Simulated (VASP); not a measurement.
# GdTa2Co3 in VASP: single point with PBE+U

Aim: the single point of GdTa2Co3 with PBE+U.

Everything below comes from runs of VASP 6.6.1. Logs are shortened: lines on timing, memory, paths and dates and some standing lists are left out, and cuts for length are marked.

### 1 The cell of the first run

The typed cell holds 6 atoms: a = 5.479 Å, b = 5.479 Å, c = 3.270 Å, α = 90.00°, β = 90.00°, γ = 60.00°.

### 2 Single point, PBE+U, collinear spin, ferrimagnetic start

The input, INCAR:

```
SYSTEM = GdTa2Co3
  PREC = Accurate
  ENCUT = 520
  EDIFF = 1E-6
  ISMEAR = 1
  SIGMA = 0.0153
  LREAL = .FALSE.
  LASPH = .TRUE.
  NELM = 150
  ALGO = Normal
  ISIF = 2
  LWAVE = .FALSE.
  LCHARG = .TRUE.
  ISPIN = 2
  MAGMOM = 3 -3 3 -7 0 0
  LORBIT = 11
  LMAXMIX = 6
  LDAU = .TRUE.
  LDAUTYPE = 2
  LDAUL = 2 3 -1
  LDAUU = 1.78 6.41 0
  LDAUJ = 0 0 0
  LDAUPRINT = 1
  GGA = PE
  LELF = .TRUE.
  LVHAR = .TRUE.
  NBANDS = 46
```

The input, KPOINTS:

```
Automatic mesh
0
G
  5 5 7
  0 0 0
```

The input, POSCAR:

```
GdTa2Co3
1.0
    2.7393954300      4.7447699000      0.0000000000
   -2.7393954300      4.7447699000      0.0000000000
    0.0000000000      0.0000000000      3.2695138400
Co Gd Ta
3 1 2
Direct
    0.5000000000      0.5000000000      0.5000000000
    0.5000000000      0.0000000000      0.5000000000
    0.0000000000      0.5000000000      0.5000000000
    0.0000000000      0.0000000000      0.0000000000
    0.3333000000      0.3334000000      0.0000000000
    0.6666000000      0.6667000000      0.0000000000
```

Potentials or basis: VASP PAW PBE potentials, release 64 (Co, Gd, Ta_pv).

Started as:

```
cat potpaw_PBE.64/Co/POTCAR potpaw_PBE.64/Gd/POTCAR potpaw_PBE.64/Ta_pv/POTCAR > POTCAR
mpirun -np 1 vasp_std > vasp.out
```

OUTCAR:

```text
SYSTEM = GdTa2Co3
   PREC = Accurate
   ENCUT = 520
   EDIFF = 1E-6
   ISMEAR = 1
   LREAL = .FALSE.
   LASPH = .TRUE.
   NELM = 150
   ISIF = 2
   ISPIN = 2
   LORBIT = 11
   GGA = PE

 ion  position               nearest neighbor table
   1  0.500  0.500  0.500-   5 2.27   6 2.27   5 2.27   6 2.27   2 2.74   3 2.74   2 2.74   3 2.74
                             4 3.19   4 3.19   4 3.19   4 3.19
   2  0.500  0.000  0.500-   6 2.27   6 2.27   5 2.27   5 2.27   1 2.74   1 2.74   3 2.74   3 2.74
                             4 3.19   4 3.19   4 3.19   4 3.19
   3  0.000  0.500  0.500-   5 2.27   5 2.27   6 2.27   6 2.27   1 2.74   1 2.74   2 2.74   2 2.74
                             4 3.19   4 3.19   4 3.19   4 3.19
   4  0.000  0.000  0.000-   6 3.16   5 3.16   6 3.16   5 3.16   6 3.16   5 3.16   2 3.19   3 3.19
                             3 3.19   2 3.19   3 3.19   2 3.19   3 3.19   2 3.19   1 3.19   1 3.19
   5  0.333  0.333  0.000-   1 2.27   1 2.27   3 2.27   3 2.27   2 2.27   2 2.27   6 3.16   4 3.16
                             4 3.16   6 3.16   6 3.16   4 3.16
   6  0.667  0.667  0.000-   1 2.27   1 2.27   2 2.27   2 2.27   3 2.27   3 2.27   5 3.16   4 3.16
                             4 3.16   5 3.16   5 3.16   4 3.16

  LATTYP: Found a hexagonal cell.
 ALAT       =     5.4787889835
 C/A-ratio  =     0.5967584898

  Lattice vectors:

 A1 = (   2.7393954300,  -4.7447699000,   0.0000000000)
 A2 = (   2.7393954300,   4.7447699000,   0.0000000000)
 A3 = (   0.0000000000,   0.0000000000,   3.2695138400)

Analysis of symmetry for initial positions (statically):
=====================================================================
 Subroutine PRICEL returns:
 Original cell was already a primitive cell.

 Routine SETGRP: Setting up the symmetry group for a
 hexagonal supercell.

 Subroutine GETGRP returns: Found  4 space group operations
 (whereof  4 operations were pure point group operations)
 out of a pool of 24 trial point group operations.

The static configuration has the point symmetry C_2v.

Analysis of symmetry for dynamics (positions and initial velocities):
=====================================================================
 Subroutine PRICEL returns:
 Original cell was already a primitive cell.

 Routine SETGRP: Setting up the symmetry group for a
 hexagonal supercell.

 Subroutine GETGRP returns: Found  4 space group operations
 (whereof  4 operations were pure point group operations)
 out of a pool of 24 trial point group operations.

The dynamic configuration has the point symmetry C_2v.

Analysis of structural, dynamic, and magnetic symmetry:
=====================================================================
 Subroutine PRICEL returns:
 Original cell was already a primitive cell.

 Routine SETGRP: Setting up the symmetry group for a
 hexagonal supercell.

 Subroutine GETGRP returns: Found  2 space group operations
 (whereof  2 operations were pure point group operations)
 out of a pool of 24 trial point group operations.

[... 137 lines left out ...]
   GGA     = PE    functional components
   LHFCALC =     F    Hartree Fock is set to
   AEXX    =    0.0000 exact exchange contribution
   IVDW    =     0    specifies the selected vdW correction
   LEPSILON=     F    determine dielectric tensor
   LRPA    =     F    only Hartree local field effects (RPA)
 spin polarized calculation
 Methfessel and Paxton  Order N= 1 SIGMA  =   0.02
  energy-cutoff  :      520.00
  volume of cell :       84.99
 maximum number of plane-waves:      2301
 NGX is ok and might be reduce to    42
   NGX = 21   NGY = 21   NGZ = 13

atom =   1  type =  1  l = 2

 onsite density matrix

spin component  1
[... 120 lines left out ...]
  o =  0.0020  v =  1.0000  0.0000  0.0002  0.0000  0.0001  0.0000  0.0000  0.0000  0.0000  0.0000  0.0000  0.0000  0.0000  0.0000      0.0000  0.0000  0.0000  0.0000  0.0000  0.0000  0.0000  0.0000  0.0000  0.0000  0.0000  0.0000  0.0000  0.0000
  o =  0.0024  v = -0.0001  0.0000 -0.1115  0.0000  0.9938  0.0000  0.0001  0.0000  0.0000  0.0000  0.0000  0.0000  0.0000  0.0000      0.0000  0.0000  0.0000  0.0000  0.0000  0.0000  0.0000  0.0000  0.0000  0.0000  0.0000  0.0000  0.0000  0.0000
  o =  0.0025  v = -0.0002  0.0000  0.9938 -0.0000  0.1115  0.0000 -0.0000  0.0000  0.0000  0.0000  0.0000  0.0000  0.0000  0.0000      0.0000  0.0000  0.0000  0.0000  0.0000  0.0000  0.0000  0.0000  0.0000  0.0000  0.0000  0.0000  0.0000  0.0000
  o =  0.0026  v =  0.0000  0.0002 -0.0000 -1.0000  0.0000 -0.0026  0.0000  0.0000  0.0000  0.0000  0.0000  0.0000  0.0000  0.0000      0.0000  0.0000  0.0000  0.0000  0.0000  0.0000  0.0000  0.0000  0.0000  0.0000  0.0000  0.0000  0.0000  0.0000
  o =  0.0028  v = -0.0000 -0.5187  0.0000  0.0021  0.0000 -0.8550  0.0000  0.0000  0.0000  0.0000  0.0000  0.0000  0.0000  0.0000      0.0000  0.0000  0.0000  0.0000  0.0000  0.0000  0.0000  0.0000  0.0000  0.0000  0.0000  0.0000  0.0000  0.0000
  o =  0.0028  v = -0.0000 -0.8550  0.0000 -0.0015  0.0000  0.5187  0.0000  0.0000  0.0000  0.0000  0.0000  0.0000  0.0000  0.0000      0.0000  0.0000  0.0000  0.0000  0.0000  0.0000  0.0000  0.0000  0.0000  0.0000  0.0000  0.0000  0.0000  0.0000
  o =  0.0060  v =  0.0000  0.0000 -0.0000  0.0000  0.0001 -0.0000 -1.0000  0.0000  0.0000  0.0000  0.0000  0.0000  0.0000  0.0000      0.0000  0.0000  0.0000  0.0000  0.0000  0.0000  0.0000  0.0000  0.0000  0.0000  0.0000  0.0000  0.0000  0.0000
  o =  0.9887  v =  0.0000  0.0000  0.0000  0.0000  0.0000  0.0000  0.0000  1.0000  0.0000 -0.0003 -0.0000 -0.0000 -0.0000 -0.0000      0.0000  0.0000  0.0000  0.0000  0.0000  0.0000  0.0000  0.0000  0.0000  0.0000  0.0000  0.0000  0.0000  0.0000
  o =  0.9896  v =  0.0000  0.0000  0.0000  0.0000  0.0000  0.0000  0.0000  0.0000 -0.0002 -0.0000  1.0000  0.0000  0.0004 -0.0000      0.0000  0.0000  0.0000  0.0000  0.0000  0.0000  0.0000  0.0000  0.0000  0.0000  0.0000  0.0000  0.0000  0.0000
  o =  0.9899  v =  0.0000  0.0000  0.0000  0.0000  0.0000  0.0000  0.0000 -0.0001  0.0000 -0.1399  0.0000 -0.9902  0.0000  0.0003      0.0000  0.0000  0.0000  0.0000  0.0000  0.0000  0.0000  0.0000  0.0000  0.0000  0.0000  0.0000  0.0000  0.0000
  o =  0.9899  v =  0.0000  0.0000  0.0000  0.0000  0.0000  0.0000  0.0000 -0.0003  0.0000 -0.9902 -0.0000  0.1399 -0.0000  0.0002      0.0000  0.0000  0.0000  0.0000  0.0000  0.0000  0.0000  0.0000  0.0000  0.0000  0.0000  0.0000  0.0000  0.0000
  o =  0.9900  v =  0.0000  0.0000  0.0000  0.0000  0.0000  0.0000  0.0000  0.0000  0.9818  0.0000  0.0003 -0.0000 -0.1897  0.0000      0.0000  0.0000  0.0000  0.0000  0.0000  0.0000  0.0000  0.0000  0.0000  0.0000  0.0000  0.0000  0.0000  0.0000
  o =  0.9900  v =  0.0000  0.0000  0.0000  0.0000  0.0000  0.0000  0.0000 -0.0000 -0.1897 -0.0000  0.0003  0.0000 -0.9818 -0.0000      0.0000  0.0000  0.0000  0.0000  0.0000  0.0000  0.0000  0.0000  0.0000  0.0000  0.0000  0.0000  0.0000  0.0000
  o =  0.9912  v =  0.0000  0.0000  0.0000  0.0000  0.0000  0.0000  0.0000 -0.0000  0.0000 -0.0003  0.0000 -0.0003  0.0000 -1.0000      0.0000  0.0000  0.0000  0.0000  0.0000  0.0000  0.0000  0.0000  0.0000  0.0000  0.0000  0.0000  0.0000  0.0000

 number of electron      67.0000011 magnetization      -7.6128375

 Free energy of the ion-electron system (eV)
  ---------------------------------------------------
  ext. energy  EPLUGINS =         0.00000000
  ---------------------------------------------------
  free energy    TOTEN  =       -48.62714037 eV

  energy without entropy =      -48.62709525  energy(sigma->0) =      -48.62712533

 E-fermi :   8.3611     XC(G=0): -12.9380

 val. band max:        8.3501316715   @ k =   0.2000   0.2000   0.2857
 cond. band min:       8.3658096139   @ k =   0.0000   0.4000   0.0000
 fundamental gap:      0.0156779424
 Fermi energy:         8.3610667147

 spin component 1

 k-point     1 :       0.0000    0.0000    0.0000
  band No.  band energies     occupation
      1     -33.4645      1.00000
      2     -26.4665      1.00000
      3     -26.4662      1.00000
      4     -26.4659      1.00000
      5     -26.3964      1.00000
      6     -26.1988      1.00000
[... 2297 lines left out ...]
     44      10.1418      0.00000
     45      11.1031      0.00000

 [... further k-points ...]

 [bands above 45 left out]

------------------------ aborting loop because EDIFF is reached ----------------------------------------

  FORCE on cell =-STRESS in cart. coord.  units (eV):
  Direction    XX          YY          ZZ          XY          YZ          ZX
  --------------------------------------------------------------------------------------
  -------------------------------------------------------------------------------------
  Total       16.5680896     16.5774736     36.2696777      0.0004000      0.0000000      0.0000000
  in kB      312.3201177    312.4970124    683.7088797      0.0075408      0.0000000      0.0000000
  external PRESSURE =     436.1753366 kB  Pullay stress =       0.0000000 kB

 VOLUME and BASIS-vectors are now :
 -----------------------------------------------------------------------------
  energy-cutoff  :      520.00
  volume of cell :       84.99
      direct lattice vectors                 reciprocal lattice vectors
     2.739395430  4.744769900  0.000000000     0.182522025  0.105379188  0.000000000
    -2.739395430  4.744769900  0.000000000    -0.182522025  0.105379188  0.000000000
     0.000000000  0.000000000  3.269513840     0.000000000  0.000000000  0.305855870

 POSITION                                       TOTAL-FORCE (eV/Angst)
 -----------------------------------------------------------------------------------
      0.00000      4.74477      1.63476         0.000933      0.000001      0.000000
      1.36970      2.37238      1.63476        -0.003155      0.002362      0.000000
     -1.36970      2.37238      1.63476        -0.003152     -0.002359      0.000000
      0.00000      0.00000      0.00000        -0.001752     -0.000006      0.000000
     -0.00027      3.16334      0.00000         0.003415     -0.003203      0.000000
     -0.00027      6.32620      0.00000         0.003712      0.003205      0.000000
 -----------------------------------------------------------------------------------
    total drift:                                0.000006     -0.000007     -0.000000

  FREE ENERGIE OF THE ION-ELECTRON SYSTEM (eV)
  ---------------------------------------------------
  free  energy   TOTEN  =       -48.6271403688 eV

  energy  without entropy=      -48.6270952544  energy(sigma->0) =      -48.62712533

 total charge

# of ion       s       p       d       f       tot
--------------------------------------------------
    1        0.598   0.573   7.718   0.000   8.889
    2        0.598   0.573   7.718   0.000   8.889
    3        0.598   0.573   7.718   0.000   8.889
    4        2.047   5.621   0.656   6.944  15.269
    5        0.475   6.244   2.640   0.000   9.360
    6        0.475   6.244   2.640   0.000   9.360
--------------------------------------------------
tot          4.793  19.828  29.091   6.944  60.656

 magnetization (x)

# of ion       s       p       d       f       tot
--------------------------------------------------
    1        0.004   0.000  -0.038   0.000  -0.034
    2        0.004   0.000  -0.037   0.000  -0.033
    3        0.004   0.000  -0.038   0.000  -0.034
    4       -0.002   0.076  -0.198  -6.903  -7.027
    5        0.001  -0.003  -0.002   0.000  -0.004
    6        0.001  -0.003  -0.002   0.000  -0.004
--------------------------------------------------
tot          0.012   0.071  -0.317  -6.903  -7.136
```

Run time: 6.8 min. Hardware: 1 thread of Intel Xeon 6975P-C (Granite Rapids), shared host; peak memory 0.47 GiB.

What came out:

```
Free energy                                           : -48.6271 eV
Pressure                                              : 43.6 GPa
Largest force                                         : 0.005 eV/Å
Net moment                                            : -7.61 μB per cell
Site moments                                          : Co -0.03; Gd -7.03; Ta -0.00 μB
Valence electrons inside the program's atomic spheres : Co 8.89; Gd 15.27; Ta 9.36
```

Forces in eV/Å, atoms in the order of the input:
```
Co   0.001  0.000  0.000
Co  -0.003  0.002  0.000
Co  -0.003 -0.002  0.000
Gd  -0.002  0.000  0.000
Ta   0.003 -0.003  0.000
Ta   0.004  0.003  0.000
```

Stress tensor (GPa, compression positive):
```
31.23  0.00  0.00
 0.00 31.25  0.00
 0.00  0.00 68.37
```

Eigenvalues of the final occupation matrices:
```tsv
site	spin	trace	eigenvalues
site 1 d	1	3.86	0.67 0.75 0.75 0.83 0.86
site 1 d	2	3.90	0.71 0.73 0.78 0.82 0.86
site 2 d	1	3.86	0.67 0.75 0.75 0.83 0.86
site 2 d	2	3.90	0.71 0.73 0.78 0.82 0.86
site 3 d	1	3.86	0.67 0.74 0.75 0.83 0.86
site 3 d	2	3.90	0.71 0.73 0.78 0.82 0.86
site 4 f	1	0.02	0.00 0.00 0.00 0.00 0.00 0.00 0.01
site 4 f	2	6.93	0.99 0.99 0.99 0.99 0.99 0.99 0.99
```

Caveat: spin-orbit coupling is left out, which moves the levels of the heavy elements. The state reached can hang on the start; a lower one may exist.
